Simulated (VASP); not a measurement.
# BN in VASP: further runs

The runs below take BN through single point, with PBEsol.

Everything below comes from runs of VASP 6.6.1. Logs are shortened: lines on timing, memory, paths and dates and some standing lists are left out, and cuts for length are marked.

## (1) The cell of the first run

The cell holds a slab with vacuum, 24 atoms: a = 2.504 Å, b = 7.019 Å, c = 26.567 Å, α = 90.00°, β = 90.00°, γ = 90.00°.

## (2) Single point, PBEsol

The input, INCAR:

```
ALGO = Fast
DIPOL = 0.5 0.5 0.500
EDIFF = 1E-6
ENCUT = 520
GGA = PS
IDIPOL = 3
ISIF = 2
ISMEAR = 0
LASPH = T
LCHARG = F
LDIPOL = T
LREAL = Auto
LWAVE = F
NBANDS = 66
NELM = 60
PREC = Accurate
SIGMA = 0.05
```

The input, KPOINTS:

```
k-points
0
Gamma
  11 4 1
```

The input, POSCAR:

```
BN
1.0
    2.5043488453      0.0000000000      0.0000000000
    0.0000000000      7.0190901465      0.0000000000
    0.0000000000      0.0000000000     26.5670918400
B N
12 12
Direct
    0.0000000000      0.7500000000      0.2823041395
    0.5000000000      0.2500000000      0.3095161220
    0.5000000000      0.7500000000      0.3639400872
    0.0000000000      0.2500000000      0.3911520697
    0.0000000000      0.7500000000      0.4455760349
    0.5000000000      0.2500000000      0.4727880174
    0.5000000000      0.7500000000      0.5272119826
    0.0000000000      0.2500000000      0.5544239651
    0.0000000000      0.7500000000      0.6088479303
    0.5000000000      0.2500000000      0.6360599128
    0.5000000000      0.7500000000      0.6904838780
    0.0000000000      0.2500000000      0.7176958605
    0.0000000000      0.2500000000      0.2823041395
    0.5000000000      0.7500000000      0.3095161220
    0.5000000000      0.2500000000      0.3639400872
    0.0000000000      0.7500000000      0.3911520697
    0.0000000000      0.2500000000      0.4455760349
    0.5000000000      0.7500000000      0.4727880174
    0.5000000000      0.2500000000      0.5272119826
    0.0000000000      0.7500000000      0.5544239651
    0.0000000000      0.2500000000      0.6088479303
    0.5000000000      0.7500000000      0.6360599128
    0.5000000000      0.2500000000      0.6904838780
    0.0000000000      0.7500000000      0.7176958605
```

Potentials or basis: VASP PAW PBE potentials, release 64 (B, N).

On the command line:

```sh
> cat potpaw_PBE.64/B/POTCAR potpaw_PBE.64/N/POTCAR > POTCAR
> mpirun -np 1 vasp_std > vasp.out
```

OUTCAR:

```text
EDIFF = 1E-6
   ENCUT = 520
   GGA = PS
   ISIF = 2
   ISMEAR = 0
   LASPH = T
   LREAL = Auto
   NELM = 60
   PREC = Accurate

 ion  position               nearest neighbor table
   1  0.000  0.750  0.282-  14 1.45  14 1.45
   2  0.500  0.250  0.310-  13 1.45  13 1.45  15 1.45
   3  0.500  0.750  0.364-  16 1.45  16 1.45  14 1.45
   4  0.000  0.250  0.391-  15 1.45  15 1.45  17 1.45
   5  0.000  0.750  0.446-  18 1.45  18 1.45  16 1.45
   6  0.500  0.250  0.473-  17 1.45  17 1.45  19 1.45
   7  0.500  0.750  0.527-  20 1.45  20 1.45  18 1.45
   8  0.000  0.250  0.554-  19 1.45  19 1.45  21 1.45
   9  0.000  0.750  0.609-  22 1.45  22 1.45  20 1.45
  10  0.500  0.250  0.636-  21 1.45  21 1.45  23 1.45
  11  0.500  0.750  0.690-  24 1.45  24 1.45  22 1.45
  12  0.000  0.250  0.718-  23 1.45  23 1.45
  13  0.000  0.250  0.282-   2 1.45   2 1.45
  14  0.500  0.750  0.310-   1 1.45   1 1.45   3 1.45
  15  0.500  0.250  0.364-   4 1.45   4 1.45   2 1.45
  16  0.000  0.750  0.391-   3 1.45   3 1.45   5 1.45
  17  0.000  0.250  0.446-   6 1.45   6 1.45   4 1.45
  18  0.500  0.750  0.473-   5 1.45   5 1.45   7 1.45
  19  0.500  0.250  0.527-   8 1.45   8 1.45   6 1.45
  20  0.000  0.750  0.554-   7 1.45   7 1.45   9 1.45
  21  0.000  0.250  0.609-  10 1.45  10 1.45   8 1.45
  22  0.500  0.750  0.636-   9 1.45   9 1.45  11 1.45
  23  0.500  0.250  0.690-  12 1.45  12 1.45  10 1.45
  24  0.000  0.750  0.718-  11 1.45  11 1.45

  LATTYP: Found a simple orthorhombic cell.
 ALAT       =     2.5043488453
 B/A-ratio  =     2.8027605498
 C/A-ratio  =    10.6083830493

  Lattice vectors:

 A1 = (   2.5043488453,   0.0000000000,   0.0000000000)
 A2 = (   0.0000000000,   7.0190901465,   0.0000000000)
 A3 = (   0.0000000000,   0.0000000000,  26.5670918400)

Analysis of symmetry for initial positions (statically):
=====================================================================
 Subroutine PRICEL returns:
 Original cell was already a primitive cell.

 Routine SETGRP: Setting up the symmetry group for a
 simple orthorhombic supercell.

 Subroutine GETGRP returns: Found  8 space group operations
 (whereof  4 operations were pure point group operations)
 out of a pool of  8 trial point group operations.

The static configuration has the point symmetry C_2h.
 The point group associated with its full space group is D_2h.

Analysis of symmetry for dynamics (positions and initial velocities):
=====================================================================
 Subroutine PRICEL returns:
[... 161 lines left out ...]
   EFERMI =   0.00;   METHOD = LEGACY
   ISMEAR =     0;   SIGMA  =   0.05  broadening in eV -4-tet -1-fermi 0-gaus
   EFERMI_NEDOS =   21; number of points for ismear=-14 and -15
   IALGO  =     68    algorithm
   IMIX   =      4    mixing-type and parameters
     AMIX     =   0.40;   BMIX     =  1.00
     AMIX_MAG =   1.60;   BMIX_MAG =  1.00
  volume/ion in A,a.u.               =      19.46       131.31
  Fermi-wavevector in a.u.,A,eV,Ry     =   0.966181  1.825818 12.701128  0.933507
  Thomas-Fermi vector in A             =   2.095961
   LORBIT       =      0    0 simple, 1 ext, 2 COOP (PROOUT), +10 PAW based schemes
   GGA     = PS    functional components
   LHFCALC =     F    Hartree Fock is set to
   AEXX    =    0.0000 exact exchange contribution
   IVDW    =     0    specifies the selected vdW correction
   LEPSILON=     F    determine dielectric tensor
   LRPA    =     F    only Hartree local field effects (RPA)
 non-spin polarized calculation
 RMM-DIIS sequential band-by-band and
 Gauss-broadening in eV      SIGMA  =   0.05
  energy-cutoff  :      520.00
  volume of cell :      467.00
 maximum number of plane-waves:     12670
 NGX is ok and might be reduce to    20
   NGX =  9   NGY = 27   NGZ = 99

 dipolmoment           0.000000      0.000000      0.000000 electrons x Angstroem

 number of electron      96.0000000 magnetization

 dipolmoment           0.000000      0.000000     -0.000000 electrons x Angstroem

 Free energy of the ion-electron system (eV)
  ---------------------------------------------------
  ext. energy  EPLUGINS =         0.00000000
  ---------------------------------------------------
  free energy    TOTEN  =      -206.19681187 eV

  energy without entropy =     -206.17742343  energy(sigma->0) =     -206.18711765

 E-fermi :  -1.8149     XC(G=0):  -5.4959

 val. band max:       -1.8163833971   @ k =   0.1818   0.5000   0.0000
 cond. band min:      -1.8037805899   @ k =   0.0000   0.2500   0.0000
 fundamental gap:      0.0126028072
 Fermi energy:        -1.8148822910

 k-point     1 :       0.0000    0.0000    0.0000
  band No.  band energies     occupation
      1     -21.1333      2.00000
      2     -21.1023      2.00000
      3     -20.4746      2.00000
      4     -20.3577      2.00000
      5     -19.8084      2.00000
      6     -19.7210      2.00000
[... 1123 lines left out ...]
     59       2.6286      0.00000
     60       2.6286      0.00000
 [bands above 60 left out]

------------------------ aborting loop because EDIFF is reached ----------------------------------------

 vacuum level on the upper side and lower side of the slab       (xc-potential included)        -0.007        -0.007

  FORCE on cell =-STRESS in cart. coord.  units (eV):
  Direction    XX          YY          ZZ          XY          YZ          ZX
  --------------------------------------------------------------------------------------
  -------------------------------------------------------------------------------------
  Total       -7.2562821     -3.0931496      3.2069903      0.0000000      0.0000000      0.0000000
  in kB      -24.8945958    -10.6118682     11.0024290      0.0000000      0.0000000      0.0000000
  external PRESSURE =      -8.1680117 kB  Pullay stress =       0.0000000 kB

 VOLUME and BASIS-vectors are now :
 -----------------------------------------------------------------------------
  energy-cutoff  :      520.00
  volume of cell :      467.00
      direct lattice vectors                 reciprocal lattice vectors
     2.504348845  0.000000000  0.000000000     0.399305393  0.000000000  0.000000000
     0.000000000  7.019090146  0.000000000     0.000000000  0.142468608  0.000000000
     0.000000000  0.000000000 26.567091840     0.000000000  0.000000000  0.037640552

 POSITION                                       TOTAL-FORCE (eV/Angst)
 -----------------------------------------------------------------------------------
      0.00000      5.26432      7.50000        -0.000000     -0.000000      1.222918
      1.25217      1.75477      8.22294        -0.000000     -0.000000     -2.684651
      1.25217      5.26432      9.66883        -0.000000     -0.000000      1.210223
      0.00000      1.75477     10.39177        -0.000000     -0.000000     -0.529082
      0.00000      5.26432     11.83766        -0.000000     -0.000000      0.400187
      1.25217      1.75477     12.56060        -0.000000     -0.000000     -0.292162
[... 16 lines left out ...]
      1.25217      1.75477     18.34415        -0.000000      0.000000      2.034731
      0.00000      5.26432     19.06709         0.000000     -0.000000     -1.380147
 -----------------------------------------------------------------------------------
    total drift:                                0.000000      0.000000     -0.000000

  FREE ENERGIE OF THE ION-ELECTRON SYSTEM (eV)
  ---------------------------------------------------
  free  energy   TOTEN  =      -206.1968118708 eV

  energy  without entropy=     -206.1774234296  energy(sigma->0) =     -206.18711765

 vacuum level on the upper side and lower side of the slab         4.719         4.719
```

Run time: 31 min. Hardware: 1 thread of Oxide Virtual Turin-like, shared host; peak memory 0.66 GiB.

What came out:

| Quantity | Value |
| --- | --- |
| Free energy | -206.1968 eV |
| Largest force | 2.685 eV/Å |
| Band gap on the k mesh | zero (bands 48 and 49 overlap by 0.16 eV) |

Forces in eV/Å, atoms in the order of the input:
```
B    0.000  0.000  1.223
B    0.000  0.000 -2.685
B    0.000  0.000  1.210
B    0.000  0.000 -0.529
B    0.000  0.000  0.400
B    0.000  0.000 -0.292
B    0.000  0.000  0.292
B    0.000  0.000 -0.400
B    0.000  0.000  0.529
B    0.000  0.000 -1.210
B    0.000  0.000  2.685
B    0.000  0.000 -1.223
N    0.000  0.000  1.380
N    0.000  0.000 -2.035
N    0.000  0.000  1.512
N    0.000  0.000 -0.673
N    0.000  0.000  0.452
N    0.000  0.000 -0.366
N    0.000  0.000  0.366
N    0.000  0.000 -0.452
N    0.000  0.000  0.673
N    0.000  0.000 -1.512
N    0.000  0.000  2.035
N    0.000  0.000 -1.380
```

Caveat: the PAW data sets were made with another functional, which shifts forces and pressure a little.

## (3) Single point, PBEsol

The input, INCAR:

```
PREC = Accurate ; ENCUT = 520
EDIFF = 1E-6 ; ISMEAR = 0
SIGMA = 0.05 ; LREAL = Auto
LASPH = T ; NELM = 100
ALGO = Normal ; ISIF = 2
LWAVE = F ; LCHARG = T
LDIPOL = T ; IDIPOL = 3
DIPOL = 0.5 0.5 0.500 ; GGA = PS
LELF = T ; LVHAR = T
LVACPOTAV = T ; NBANDS = 66
```

The input, KPOINTS:

```
Automatic mesh
0
Gamma
  11 4 1
```

The input, POSCAR:

```
BN
1.0
    2.5043488453      0.0000000000      0.0000000000
    0.0000000000      7.0190901465      0.0000000000
    0.0000000000      0.0000000000     26.5670918400
B N
12 12
Direct
    0.0000000000      0.7500000000      0.2835592771
    0.5000000000      0.2500000000      0.3084430905
    0.5000000000      0.7500000000      0.3632549886
    0.0000000000      0.2500000000      0.3920096960
    0.0000000000      0.7500000000      0.4443822541
    0.5000000000      0.2500000000      0.4740303525
    0.5000000000      0.7500000000      0.5259696503
    0.0000000000      0.2500000000      0.5556177582
    0.0000000000      0.7500000000      0.6079903002
    0.5000000000      0.2500000000      0.6367450474
    0.5000000000      0.7500000000      0.6915568907
    0.0000000000      0.2500000000      0.7164408780
    0.0000000000      0.2500000000      0.2848088025
    0.5000000000      0.7500000000      0.3070110333
    0.5000000000      0.2500000000      0.3656500917
    0.0000000000      0.7500000000      0.3893008660
    0.0000000000      0.2500000000      0.4472560393
    0.5000000000      0.7500000000      0.4710381576
    0.5000000000      0.2500000000      0.5289618356
    0.0000000000      0.7500000000      0.5527439493
    0.0000000000      0.2500000000      0.6106991188
    0.5000000000      0.7500000000      0.6343498707
    0.5000000000      0.2500000000      0.6929889563
    0.0000000000      0.7500000000      0.7151910954
```

Potentials or basis: VASP PAW PBE potentials, release 64 (B, N).

On the command line:

```sh
> cat potpaw_PBE.64/B/POTCAR potpaw_PBE.64/N/POTCAR > POTCAR
> mpirun -np 1 vasp_std > vasp.out
```

Run time: 40 min. Hardware: 1 thread of Oxide Virtual Turin-like, shared host; peak memory 0.67 GiB.

The run converged. Its results:

```
Free energy            : -206.6233 eV
Largest force          : 0.026 eV/Å
Band gap on the k mesh : 0.03 eV
```

Forces in eV/Å, atoms in the order of the input:
```
B    0.000  0.000 -0.026
B    0.000  0.000 -0.017
B    0.000  0.000 -0.002
B    0.000  0.000  0.000
B    0.000  0.000 -0.002
B    0.000  0.000  0.005
B    0.000  0.000 -0.005
B    0.000  0.000  0.002
B    0.000  0.000  0.000
B    0.000  0.000  0.002
B    0.000  0.000  0.017
B    0.000  0.000  0.026
N    0.000  0.000 -0.006
N    0.000  0.000 -0.008
N    0.000  0.000 -0.009
N    0.000  0.000  0.004
N    0.000  0.000 -0.002
N    0.000  0.000  0.002
N    0.000  0.000 -0.002
N    0.000  0.000  0.002
N    0.000  0.000 -0.004
N    0.000  0.000  0.009
N    0.000  0.000  0.008
N    0.000  0.000  0.006
```

Levels at points of the mesh, in eV from the valence-band top:
```csv
k point,band 44,band 45,band 46,band 47,band 48,band 49,band 50,band 51,band 52,band 53
"(0.00, 0.00, 0.00)",-2.62,-2.22,-1.95,-0.24,-0.19,0.13,0.18,2.81,3.34,3.51
"(0.00, 0.50, 0.00)",-2.62,-2.28,-2.27,-0.05,-0.05,0.04,0.04,3.23,3.23,4.62
```

Caveat: semilocal functionals underestimate gaps, and a narrow one can read as zero; the PAW data sets were made with another functional, which shifts forces and pressure a little.
